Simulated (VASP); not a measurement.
# Nb7Sn16 (a cell with a defect) in VASP: single point with PBEsol

Aim: the single point of Nb7Sn16 (a cell with a defect) with PBEsol.

All numbers are computed with VASP 6.6.1; they aren't measurements. Logs are shortened: lines on timing, memory, paths and dates and some standing lists are left out, and cuts for length are marked.

### 1 The cell of the first run

The cell holds a defect, 23 atoms: a = 11.235 Å, b = 9.919 Å, c = 5.651 Å, α = 98.09°, β = 60.20°, γ = 106.45°.

### 2 Single point, PBEsol

INCAR reads:

```
PREC = Accurate ; ENCUT = 520
EDIFF = 1E-6 ; ISMEAR = -1
SIGMA = 0.1 ; LREAL = Auto
LASPH = True ; NELM = 80
ALGO = Normal ; ISIF = 2
LWAVE = False ; LCHARG = False
GGA = PS ; NBANDS = 174
```

KPOINTS reads:

```
Automatic mesh
0
Gamma
  2 2 3
```

POSCAR reads:

```
Nb7Sn16
1.0
    0.0000005700     11.2354140000     -0.0000003000
   -0.0000001400     -2.8088532500      9.5127110700
    4.9038181400      2.8088532500     -0.0000000700
Sn Nb
16 7
Direct
    0.1999082044      0.8319443326      0.0292443558
    0.2905757914      0.1610287620     -0.0023661447
    0.4230075042      0.6989535490      0.5097872281
    0.3291924343      0.3219233835      0.5004769319
    0.4113455471     -0.0002070758      0.3413431570
    0.0771888005     -0.0043007645      0.6728185796
    0.2176908961      0.5064255649      0.1724507155
    0.0439781236      0.4994993580      0.8435855341
    0.7124427861      0.8194809192     -0.0277280453
    0.7917698831      0.1732697678      0.0052280840
    0.9176434374      0.6578940813      0.4955388841
    0.8349737888      0.3401260967      0.5026186741
    0.9192679144     -0.0034791030      0.3281335950
    0.5934751809      0.0023382634      0.6534177187
    0.7057676374      0.4996486478      0.1588702202
    0.5323959597      0.5078523023      0.8335496242
    0.0638555565      0.2532380098      0.0067357716
    0.0598790898      0.2442634950      0.5030308893
    0.1922658104      0.7534761689      0.5071087314
    0.5605462075      0.2508355557     -0.0036820869
    0.9373936040      0.7445223795     -0.0012226045
    0.5615073889      0.2482724626      0.4995629211
    0.6863736407      0.7541526477      0.4924362294
```

Potentials or basis: VASP PAW PBE potentials, release 64 (Sn_d, Nb_sv).

Run with:

```console
cat potpaw_PBE.64/Sn_d/POTCAR potpaw_PBE.64/Nb_sv/POTCAR > POTCAR
mpirun -np 1 vasp_std > vasp.out
```

OUTCAR:

```text
PREC = Accurate
   ENCUT = 520
   EDIFF = 1E-6
   ISMEAR = -1
   LREAL = Auto
   LASPH = True
   NELM = 80
   ISIF = 2
   GGA = PS

 ion  position               nearest neighbor table
   1  0.200  0.832  0.029-  19 2.87  21 2.91  19 2.98   2 3.13  11 3.14   3 3.18  13 3.51   7 3.52
                             6 3.52   5 3.55   8 3.55   6 3.68   5 3.73
   2  0.291  0.161  0.998-  20 2.91  17 2.92  22 2.94  18 2.96   1 3.13   4 3.21   4 3.22   5 3.57
                            13 3.58   5 3.59   6 3.62  16 3.63   7 3.64  14 3.67   6 3.67
   3  0.423  0.699  0.510-  19 2.80  23 2.81   1 3.18   9 3.20   5 3.31  14 3.31   4 3.59  16 3.60
                             7 3.67   8 3.73   7 3.73  15 3.76
   4  0.329  0.322  0.500-  18 2.90  22 2.90  17 2.91  20 2.91   2 3.21   2 3.22   5 3.45   6 3.52
                             3 3.59   7 3.59  16 3.61   8 3.63  15 3.65  16 3.72   7 3.74
   5  0.411  1.000  0.341-  19 2.80  22 2.87  20 2.93   6 3.25  14 3.29   3 3.31  14 3.38   4 3.45
                             1 3.55   2 3.57   2 3.59  10 3.68   1 3.73
   6  0.077  0.996  0.673-  18 2.86  19 2.87  21 2.88  17 2.95  13 3.21  13 3.22   5 3.25   1 3.52
                             4 3.52   9 3.55  11 3.59   2 3.62  10 3.63   2 3.67   1 3.68
   7  0.218  0.506  0.172-  19 2.87  17 2.94  18 2.98  16 3.07   8 3.28   8 3.29   1 3.52   4 3.59
                            11 3.60   2 3.64   3 3.67  12 3.68   3 3.73   4 3.74
   8  0.044  0.499  0.844-  17 2.83  21 2.85  19 2.93  18 2.95   7 3.28   7 3.29  15 3.30  10 3.52
                            11 3.53   1 3.55  12 3.57   4 3.63  11 3.64  12 3.64   3 3.73
   9  0.712  0.819  0.972-  23 2.84  21 2.90  23 2.95  11 3.14   3 3.20  10 3.37  16 3.41  15 3.45
                             6 3.55  13 3.58  14 3.61  13 3.72
  10  0.792  0.173  0.005-  22 2.89  18 2.91  20 2.94  17 2.94  12 3.24  12 3.25   9 3.37  15 3.51
                             8 3.52  14 3.57  14 3.62   6 3.63  13 3.66   5 3.68  13 3.72
  11  0.918  0.658  0.496-  21 2.94  21 2.95  19 2.99  23 3.02  12 3.02   9 3.14   1 3.14   8 3.53
                            15 3.59   6 3.59   7 3.60  13 3.61   8 3.64  15 3.65  16 3.68
  12  0.835  0.340  0.503-  17 2.94  18 2.94  20 2.95  22 2.96  11 3.02  10 3.24  10 3.25  15 3.56
                            14 3.56   8 3.57   8 3.64  15 3.65  13 3.67   7 3.68  16 3.72
  13  0.919  0.997  0.328-  23 2.85  18 2.86  21 2.89  17 2.91  14 3.19   6 3.21   6 3.22   1 3.51
                             2 3.58   9 3.58  11 3.61  10 3.66  12 3.67  10 3.72   9 3.72
  14  0.593  0.002  0.653-  23 2.80  22 2.87  20 2.90  13 3.19   5 3.29   3 3.31   5 3.38  12 3.56
                            10 3.57   9 3.61  10 3.62   2 3.67
  15  0.706  0.500  0.159-  20 2.86  21 2.86  22 2.92  23 2.92  16 3.30   8 3.30  16 3.31   9 3.45
                            10 3.51  12 3.56  11 3.59  11 3.65   4 3.65  12 3.65   3 3.76
  16  0.532  0.508  0.834-  23 2.88  22 2.97  20 2.98   7 3.07  15 3.30  15 3.31   9 3.41   3 3.60
                             4 3.61   2 3.63  11 3.68  12 3.72   4 3.72
  17  0.064  0.253  0.007-  18 2.80   8 2.83  18 2.86  13 2.91   4 2.91   2 2.92  12 2.94  10 2.94
                             7 2.94   6 2.95
  18  0.060  0.244  0.503-  17 2.80   6 2.86  17 2.86  13 2.86   4 2.90  10 2.91  12 2.94   8 2.95
                             2 2.96   7 2.98
  19  0.192  0.753  0.507-   3 2.80   5 2.80  21 2.82   7 2.87   1 2.87   6 2.87   8 2.93   1 2.98
                            11 2.99
  20  0.561  0.251  0.996-  22 2.80  22 2.85  15 2.86  14 2.90   2 2.91   4 2.91   5 2.93  10 2.94
                            12 2.95  16 2.98
[... 197 lines left out ...]
   GGA     = PS    functional components
   LHFCALC =     F    Hartree Fock is set to
   AEXX    =    0.0000 exact exchange contribution
   IVDW    =     0    specifies the selected vdW correction
   LEPSILON=     F    determine dielectric tensor
   LRPA    =     F    only Hartree local field effects (RPA)
 non-spin polarized calculation
  energy-cutoff  :      520.00
  volume of cell :      524.12
 maximum number of plane-waves:     14128
 NGX is ok and might be reduce to    84
   NGX = 41   NGY = 37   NGZ = 21

 number of electron     315.0000010 magnetization

 Free energy of the ion-electron system (eV)
  ---------------------------------------------------
  ext. energy  EPLUGINS =         0.00000000
  ---------------------------------------------------
  free energy    TOTEN  =      -148.23384882 eV

  energy without entropy =     -147.83433872  energy(sigma->0) =     -148.03409377

 E-fermi :   9.3005     XC(G=0): -11.2855

 val. band max:        9.2594472720   @ k =  -0.0000   0.0000   0.3333
 cond. band min:       9.3320470666   @ k =   0.5000   0.0000   0.3333
 fundamental gap:      0.0725997946
 Fermi energy:         9.3004600498

 k-point     1 :       0.0000    0.0000    0.0000
  band No.  band energies     occupation
      1     -45.3770      2.00000
      2     -45.3624      2.00000
      3     -45.2731      2.00000
      4     -45.2537      2.00000
      5     -45.2516      2.00000
      6     -45.2191      2.00000
[... 1365 lines left out ...]
    168      10.8079      0.00000
    169      10.8822      0.00000
 [bands above 169 left out]

------------------------ aborting loop because EDIFF is reached ----------------------------------------

  FORCE on cell =-STRESS in cart. coord.  units (eV):
  Direction    XX          YY          ZZ          XY          YZ          ZX
  --------------------------------------------------------------------------------------
  -------------------------------------------------------------------------------------
  Total       -2.3957581     -0.7451172     -0.6850937     -1.7557095      0.2793770     -0.2726328
  in kB       -7.3236203     -2.2777573     -2.0942708     -5.3670485      0.8540308     -0.8334143
  external PRESSURE =      -3.8985495 kB  Pullay stress =       0.0000000 kB

 VOLUME and BASIS-vectors are now :
 -----------------------------------------------------------------------------
  energy-cutoff  :      520.00
  volume of cell :      524.12
      direct lattice vectors                 reciprocal lattice vectors
     0.000000570 11.235414000 -0.000000300    -0.050980680  0.089004289  0.026280624
    -0.000000140 -2.808853250  9.512711070    -0.000000000  0.000000003  0.105122504
     4.903818140  2.808853250 -0.000000070     0.203922739 -0.000000010 -0.000000000

 POSITION                                       TOTAL-FORCE (eV/Angst)
 -----------------------------------------------------------------------------------
      0.14341     -0.00862      7.91405         0.002192     -0.003271     -0.020060
      4.89222      5.61464      1.53182        -0.003309      0.017229      0.010471
      2.49990      4.22132      6.64894         0.012381      0.001837      0.023621
      2.45425      4.20014      3.06236        -0.003210     -0.000852     -0.022646
      1.67388      2.77215      9.51074         0.018894     -0.007714     -0.009867
      3.29938     -0.03968      9.47180        -0.011617      0.001560      0.010110
[... 15 lines left out ...]
      2.44977      7.01461      2.36174        -0.000826      0.010247      0.003108
      2.41482      6.97657      7.17404         0.008457     -0.000751     -0.008391
 -----------------------------------------------------------------------------------
    total drift:                                0.004787     -0.000003     -0.041982

  FREE ENERGIE OF THE ION-ELECTRON SYSTEM (eV)
  ---------------------------------------------------
  free  energy   TOTEN  =      -148.2338488153 eV

  energy  without entropy=     -147.8343387237  energy(sigma->0) =     -148.03409377
```

stdout:

```text
POSCAR found type information on POSCAR SnNb
 POSCAR found :  2 types and      23 ions
 scaLAPACK will be used
 -----------------------------------------------------------------------------
|                                                                             |
|                                                                             |
|     You enforced a specific xc type in the INCAR file but a different       |
|     I HOPE YOU KNOW WHAT YOU ARE DOING!                                     |
|                                                                             |
 -----------------------------------------------------------------------------

 LDA part: xc-table for (Slater+PW92), standard interpolation
 POSCAR, INCAR and KPOINTS ok, starting setup
 FFT: planning ... GRIDC
 FFT: planning ... GRID_SOFT
 FFT: planning ... GRID
 WAVECAR not read
 entering main loop
```

Run time: 24 min. Hardware: 1 thread of Intel Xeon Platinum 8488C (Sapphire Rapids), shared host; peak memory 0.86 GiB.

Results:

```
Free energy            : -148.2338 eV
Pressure               : -0.4 GPa
Largest force          : 0.027 eV/Å
Band gap on the k mesh : zero (an odd number of electrons rules out a gap without spin polarisation)
```

Forces in eV/Å, atoms in the order of the input:
```
Sn   0.002 -0.003 -0.020
Sn  -0.003  0.017  0.010
Sn   0.012  0.002  0.024
Sn  -0.003 -0.001 -0.023
Sn   0.019 -0.008 -0.010
Sn  -0.012  0.002  0.010
Sn  -0.005 -0.018  0.012
Sn  -0.020  0.002  0.008
Sn   0.008  0.009 -0.005
Sn   0.014 -0.015  0.014
Sn  -0.002  0.011  0.009
Sn   0.002 -0.007 -0.004
Sn  -0.005  0.015 -0.001
Sn  -0.008 -0.009 -0.012
Sn   0.000  0.009  0.007
Sn  -0.007 -0.005 -0.002
Nb  -0.007 -0.017  0.003
Nb  -0.006  0.009 -0.012
Nb  -0.002  0.003 -0.012
Nb   0.019 -0.009 -0.004
Nb  -0.004  0.004  0.016
Nb  -0.001  0.010  0.003
Nb   0.008 -0.001 -0.008
```

Caveat: the k points lie up to 0.40 Å⁻¹ apart, too coarse for converged energies and pressures of a metal; the PAW data sets were made with another functional, which shifts forces and pressure a little; spin-orbit coupling is left out, which moves the levels of the heavy elements.

The gap in the log of VASP goes by the Fermi energy; the results here count the filled bands.